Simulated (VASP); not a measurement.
Runs of VASP 6.6.1 on Sr2SnN2. The structure is that of space group I4/mmm (No. 139), or close to it. The cells are those of the table. 

```tsv
cell	gap on the mesh (eV)	pressure (GPa)	largest force (eV/Å)
a = 7.262 Å, angles 149.9, 149.9, 43.1°, 5 atoms	none	(a)	0.25
a = 7.413 Å, angles 149.9, 149.9, 43.1°, 5 atoms	none	-0.5	0.03
a = 7.313 Å, angles 149.9, 149.9, 43.1°, 5 atoms	none	2.7	0.15
a = 7.364 Å, angles 149.9, 149.9, 43.1°, 5 atoms	none	(b)	0.05
a = 7.463 Å, angles 149.9, 149.9, 43.1°, 5 atoms	none	-1.8	0.11
```

Alike in all rows: task single point; level PBE; potentials or basis VASP PAW PBE potentials, release 64 (Sn_d, Sr_sv, N); no spin polarisation; k mesh 10 × 10 × 10; cutoff (eV) 520; smearing fermi-dirac 0.05 eV.

Fill in the values left out.

(a) 4.6; (b) 1.0.

Caveats: spin-orbit coupling is left out, which moves the levels of the heavy elements; the cell stands under pressure (at least some runs).

A k mesh can miss the band edges, and the runs leave out spin-orbit coupling on Sn, Sr.

A gap of «none» marks levels without a gap at the run's occupations.
